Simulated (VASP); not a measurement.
# Ba (Im-3m) in VASP: notebook

Runs on Ba. Level: LDA. Tasks: single point.

Everything below comes from runs of VASP 6.6.1. Logs are shortened: lines on timing, memory, paths and dates and some standing lists are left out, and cuts for length are marked.

### Step 1. The cell of the first run

It takes space group Im-3m (No. 229, cubic). Conventional cell: a = 4.489 Å, b = 4.489 Å, c = 4.489 Å, α = 90.00°, β = 90.00°, γ = 90.00°. Ba (site symmetry m-3m) has 14 Ba at 3.89 to 4.49 Å within 5.1 Å.

### Step 2. Single point, LDA (45.24 Å³/atom)

Contents of INCAR:

```
ALGO = Normal
EDIFF = 1E-6
ENCUT = 520
GGA = CA
ISIF = 2
ISMEAR = -1
LASPH = True
LCHARG = False
LREAL = False
LWAVE = False
NBANDS = 11
NELM = 80
PREC = Accurate
SIGMA = 0.05
```

Contents of KPOINTS:

```
k-points
0
Gamma
  11 11 11
```

Contents of POSCAR:

```
Ba
1.0
   -2.2446212260      2.2446212260      2.2446212260
    2.2446212260     -2.2446212260      2.2446212260
    2.2446212260      2.2446212260     -2.2446212260
Ba
1
Direct
    0.0000000000      0.0000000000      0.0000000000
```

Potentials or basis: VASP PAW LDA potentials, release 64 (Ba_sv).

Launch:

```bash
cat potpaw_LDA.64/Ba_sv/POTCAR > POTCAR
mpirun -np 1 vasp_std > vasp.out
```

OUTCAR:

```text
EDIFF = 1E-6
   ENCUT = 520
   GGA = CA
   ISIF = 2
   ISMEAR = -1
   LASPH = True
   LREAL = False
   NELM = 80
   PREC = Accurate

 ion  position               nearest neighbor table
   1  0.000  0.000  0.000-

  LATTYP: Found a body centered cubic cell.
 ALAT       =     4.4892424520

  Lattice vectors:

 A1 = (  -2.2446212260,   2.2446212260,   2.2446212260)
 A2 = (   2.2446212260,  -2.2446212260,   2.2446212260)
 A3 = (   2.2446212260,   2.2446212260,  -2.2446212260)

Analysis of symmetry for initial positions (statically):
=====================================================================
 Subroutine PRICEL returns:
 Original cell was already a primitive cell.

 Routine SETGRP: Setting up the symmetry group for a
 body centered cubic supercell.

 Subroutine GETGRP returns: Found 48 space group operations
 (whereof 48 operations were pure point group operations)
 out of a pool of 48 trial point group operations.

The static configuration has the point symmetry O_h .

Analysis of symmetry for dynamics (positions and initial velocities):
=====================================================================
 Subroutine PRICEL returns:
 Original cell was already a primitive cell.

 Routine SETGRP: Setting up the symmetry group for a
 body centered cubic supercell.

 Subroutine GETGRP returns: Found 48 space group operations
 (whereof 48 operations were pure point group operations)
 out of a pool of 48 trial point group operations.

The dynamic configuration has the point symmetry O_h .

 Subroutine INISYM returns: Found 48 space group operations
 (whereof 48 operations are pure point group operations),
 and found     1 'primitive' translations

----------------------------------------------------------------------------------------

                                     Primitive cell

  volume of cell :      45.2365

  direct lattice vectors                    reciprocal lattice vectors
    -2.244621226  2.244621226  2.244621226     0.000000000  0.222754732  0.222754732
     2.244621226 -2.244621226  2.244621226     0.222754732  0.000000000  0.222754732
     2.244621226  2.244621226 -2.244621226     0.222754732  0.222754732  0.000000000

  length of vectors
     3.887798007  3.887798007  3.887798007     0.315022763  0.315022763  0.315022763

  position of ions in fractional coordinates (direct lattice)
     0.000000000  0.000000000  0.000000000

  ion indices of the primitive-cell ions
   primitive index   ion index
                 1           1

----------------------------------------------------------------------------------------

 KPOINTS: k-points

Automatic generation of k-mesh.
 Grid dimensions read from file:
 generate k-points for:   11   11   11

 Generating k-lattice:

  Cartesian coordinates                     Fractional coordinates (reciprocal lattice)
     0.000000000  0.020250430  0.020250430     0.090909091  0.000000000  0.000000000
     0.020250430  0.000000000  0.020250430     0.000000000  0.090909091  0.000000000
     0.020250430  0.020250430  0.000000000     0.000000000  0.000000000  0.090909091

  Length of vectors
     0.028638433  0.028638433  0.028638433

  Shift w.r.t. Gamma in fractional coordinates (k-lattice)
     0.000000000  0.000000000  0.000000000

 Subroutine IBZKPT returns following result:
 ===========================================

 Found     56 irreducible k-points:

 Following reciprocal coordinates:
            Coordinates               Weight
  0.000000  0.000000  0.000000      1.000000
  0.090909  0.000000  0.000000     12.000000
  0.181818  0.000000  0.000000     12.000000
  0.272727  0.000000  0.000000     12.000000
  0.363636  0.000000  0.000000     12.000000
  0.454545  0.000000  0.000000     12.000000
[... 16 lines left out ...]
  0.272727  0.181818  0.090909     48.000000
  0.363636  0.181818  0.090909     24.000000
 [... further k-points ...]
   k-points           NKPTS =     56   k-points in BZ     NKDIM =     56   number of bands    NBANDS=     11
   number of dos      NEDOS =    301   number of ions     NIONS =      1
   total plane-waves  NPLWV =  27000
   dimension x,y,z NGX =    30 NGY =   30 NGZ =   30
   dimension x,y,z NGXF=    60 NGYF=   60 NGZF=   60
   ions per type =               1
   NGX,Y,Z   is equivalent  to a cutoff of  12.83, 12.83, 12.83 a.u.
   NGXF,Y,Z  is equivalent  to a cutoff of  25.66, 25.66, 25.66 a.u.
 SYSTEM =  unknown system
   PREC   = accura    normal or accurate (medium, high low for compatibility)
   ISTART =      0    job   : 0-new  1-cont  2-samecut
   ICHARG =      2    charge: 1-file 2-atom 10-const
   ISPIN  =      1    spin polarized calculation?
   LNONCOLLINEAR =      F non collinear calculations
   LSORBIT =      F    spin-orbit coupling
   LASPH  =      T    aspherical Exc in radial PAW
   ENCUT  =  520.0 eV  38.22 Ry    6.18 a.u.   7.23  7.23  7.23*2*pi/ulx,y,z
   NELM   =     80;   NELMIN=  2; NELMDL= -5     # of ELM steps
   EDIFF  = 0.1E-05   stopping-criterion for ELM
   LREAL  =      F    real-space projection
   EDIFFG = 0.1E-04   stopping-criterion for IOM
   NSW    =      0    number of steps for IOM
   IBRION =     -1    ionic relax: 0-MD 1-quasi-New 2-CG
   NFREE  =      0    steps in history (QN), initial steepest desc. (CG)
   ISIF   =      2    stress and relaxation
   ISYM   =      2    0-nonsym 1-usesym 2-fastsym
   POTIM  = 0.5000    time-step for ionic-motion
   TEBEG  =    0.0;   TEEND  =   0.0 temperature during run
   PSTRESS=    0.0 pullay stress
   NELECT =      10.0000    total number of electrons
   NUPDOWN=      -1.0000    fix difference up-down
   EMIN   =  10.00;   EMAX   =-10.00  energy-range for DOS
   EFERMI =   0.00;   METHOD = LEGACY
   ISMEAR =    -1;   SIGMA  =   0.05  broadening in eV -4-tet -1-fermi 0-gaus
   EFERMI_NEDOS =   21; number of points for ismear=-14 and -15
   IALGO  =     38    algorithm
   IMIX   =      4    mixing-type and parameters
     AMIX     =   0.40;   BMIX     =  1.00
     AMIX_MAG =   1.60;   BMIX_MAG =  1.00
  volume/ion in A,a.u.               =      45.24       305.27
  Fermi-wavevector in a.u.,A,eV,Ry     =   0.989871  1.870584 13.331585  0.979844
  Thomas-Fermi vector in A             =   2.121500
   LORBIT       =      0    0 simple, 1 ext, 2 COOP (PROOUT), +10 PAW based schemes
   GGA     = CA    functional components
   LHFCALC =     F    Hartree Fock is set to
   AEXX    =    0.0000 exact exchange contribution
   IVDW    =     0    specifies the selected vdW correction
   LEPSILON=     F    determine dielectric tensor
   LRPA    =     F    only Hartree local field effects (RPA)
 non-spin polarized calculation
  energy-cutoff  :      520.00
  volume of cell :       45.24
 maximum number of plane-waves:      1240
 NGX is ok and might be reduce to    30
   NGX = 15   NGY = 15   NGZ = 15

 number of electron      10.0000000 magnetization

 Free energy of the ion-electron system (eV)
  ---------------------------------------------------
  ext. energy  EPLUGINS =         0.00000000
  ---------------------------------------------------
  free energy    TOTEN  =        -2.19183930 eV

  energy without entropy =       -2.18153610  energy(sigma->0) =       -2.18668770

 E-fermi :   2.6615     XC(G=0):  -8.7720

 val. band max:        2.6567649621   @ k =  -0.3636  -0.4545   0.1818
 cond. band min:       2.7003292217   @ k =  -0.3636   0.3636   0.2727
 fundamental gap:      0.0435642595
 Fermi energy:         2.6615250077

 k-point     1 :       0.0000    0.0000    0.0000
  band No.  band energies     occupation
      1     -25.7159      2.00000
      2     -10.3174      2.00000
      3     -10.3174      2.00000
      4     -10.3174      2.00000
      5      -0.0844      2.00000
      6       4.7943      0.00000
      7       4.7943      0.00000
      8       4.7943      0.00000
      9       6.7804      0.00000
     10       6.7804      0.00000
     11      10.6300      0.00000

 k-point     2 :       0.0909    0.0000    0.0000
  band No.  band energies     occupation
      1     -25.7024      2.00000
      2     -10.4330      2.00000
      3     -10.3501      2.00000
      4     -10.3189      2.00000
      5       0.1529      2.00000
      6       4.6085      0.00000
      7       4.7051      0.00000
      8       5.0315      0.00000
      9       6.4623      0.00000
     10       6.7507      0.00000
     11      10.9074      0.00000

 k-point     3 :       0.1818    0.0000    0.0000
  band No.  band energies     occupation
      1     -25.6659      2.00000
      2     -10.7265      2.00000
      3     -10.4359      2.00000
      4     -10.3232      2.00000
      5       0.7565      2.00000
      6       4.1875      0.00000
      7       4.3511      0.00000
      8       5.7251      0.00000
      9       6.2827      0.00000
     10       6.7393      0.00000
     11      11.4983      0.00000

 k-point     4 :       0.2727    0.0000    0.0000
  band No.  band energies     occupation
      1     -25.6174      2.00000
      2     -11.0808      2.00000
      3     -10.5445      2.00000
      4     -10.3289      2.00000
      5       1.3767      2.00000
      6       3.7440      0.00000
      7       4.1081      0.00000
      8       6.5483      0.00000
      9       6.8236      0.00000
     10       6.8672      0.00000
     11      11.4192      0.00000
[... 239 lines left out ...]
 k-point    22 :       0.1818    0.1818    0.0909
  band No.  band energies     occupation
      1     -25.5685      2.00000
      2     -11.3005      2.00000
      3     -10.6521      2.00000
      4     -10.4982      2.00000
      5       2.4335      1.97931
      6       3.3642      0.00000
      7       3.5291      0.00000
      8       6.9312      0.00000
      9       7.4162      0.00000
     10       9.0449      0.00000
     11      11.7895      0.00000

 k-point    23 :       0.2727    0.1818    0.0909
  band No.  band energies     occupation
      1     -25.5418      2.00000
      2     -11.3611      2.00000
      3     -10.8199      2.00000
      4     -10.5327      2.00000
      5       2.5732      1.70796
      6       3.2908      0.00001
      7       4.0512      0.00000
      8       7.1766      0.00000
      9       7.6537      0.00000
     10       9.8805      0.00000
     11      10.9930      0.00000

 k-point    24 :       0.3636    0.1818    0.0909
  band No.  band energies     occupation
      1     -25.5318      2.00000
      2     -11.3680      2.00000
      3     -10.9007      2.00000
      4     -10.5429      2.00000
      5       2.5329      1.85803
      6       3.2681      0.00001
      7       4.4814      0.00000
      8       7.2593      0.00000
      9       7.7486      0.00000
     10       9.7728      0.00000
     11      10.8081      0.00000

 [... further k-points ...]

------------------------ aborting loop because EDIFF is reached ----------------------------------------

  FORCE on cell =-STRESS in cart. coord.  units (eV):
  Direction    XX          YY          ZZ          XY          YZ          ZX
  --------------------------------------------------------------------------------------
  -------------------------------------------------------------------------------------
  Total        0.7099236      0.7099236      0.7099236      0.0000000      0.0000000      0.0000000
  in kB       25.1439211     25.1439211     25.1439211      0.0000000      0.0000000      0.0000000
  external PRESSURE =      25.1439211 kB  Pullay stress =       0.0000000 kB

 VOLUME and BASIS-vectors are now :
 -----------------------------------------------------------------------------
  energy-cutoff  :      520.00
  volume of cell :       45.24
      direct lattice vectors                 reciprocal lattice vectors
    -2.244621226  2.244621226  2.244621226     0.000000000  0.222754732  0.222754732
     2.244621226 -2.244621226  2.244621226     0.222754732  0.000000000  0.222754732
     2.244621226  2.244621226 -2.244621226     0.222754732  0.222754732  0.000000000

 POSITION                                       TOTAL-FORCE (eV/Angst)
 -----------------------------------------------------------------------------------
      0.00000      0.00000      0.00000         0.000000     -0.000000      0.000000
 -----------------------------------------------------------------------------------
    total drift:                                0.000000     -0.000000      0.000000

  FREE ENERGIE OF THE ION-ELECTRON SYSTEM (eV)
  ---------------------------------------------------
  free  energy   TOTEN  =        -2.1918393033 eV

  energy  without entropy=       -2.1815361035  energy(sigma->0) =       -2.18668770
```

It took 26 s on 1 thread of AMD EPYC 7R43 (Zen 3), shared host; peak memory 0.13 GiB.

Results:

```
Free energy            : -2.1918 eV
Pressure               : 2.5 GPa
Band gap on the k mesh : zero (bands 5 and 6 overlap by 1.60 eV)
```

Caveat: spin-orbit coupling is left out, which moves the levels of the heavy elements.

### Step 3. Single point, LDA (45.24 Å³/atom)

Contents of INCAR:

```
SYSTEM = Ba
ALGO = Normal
EDIFF = 1E-6
ENCUT = 520
ISIF = 2
ISMEAR = -1
LASPH = .True.
LCHARG = .True.
LELF = .True.
LREAL = .False.
LVHAR = .True.
LWAVE = .False.
NBANDS = 11
NELM = 100
PREC = Accurate
SIGMA = 0.05
```

Contents of KPOINTS:

```
k-points
0
Gamma
  11 11 11
  0 0 0
```

POSCAR is that of step 2.

Potentials or basis: VASP PAW LDA potentials, release 64 (Ba_sv).

Launch:

```bash
cat potpaw_LDA.64/Ba_sv/POTCAR > POTCAR
mpirun -np 1 vasp_std > vasp.out
```

Wall time 26 s (1 thread of AMD EPYC 7R43 (Zen 3), shared host); peak memory 0.13 GiB.

Results (log left out):

```yaml
Free_energy: -2.1918 eV
Pressure: 2.5 GPa
Band_gap_on_the_k_mesh: zero (bands 5 and 6 overlap by 1.60 eV)
```

Levels at points of the mesh, in eV from the Fermi level:
| k point | band 3 | band 4 | band 5 | band 6 | band 7 | band 8 |
| --- | --- | --- | --- | --- | --- | --- |
| (0.00, 0.00, 0.00) | -12.98 | -12.98 | -2.75 | 2.13 | 2.13 | 2.13 |

Caveat: spin-orbit coupling is left out, which moves the levels of the heavy elements.
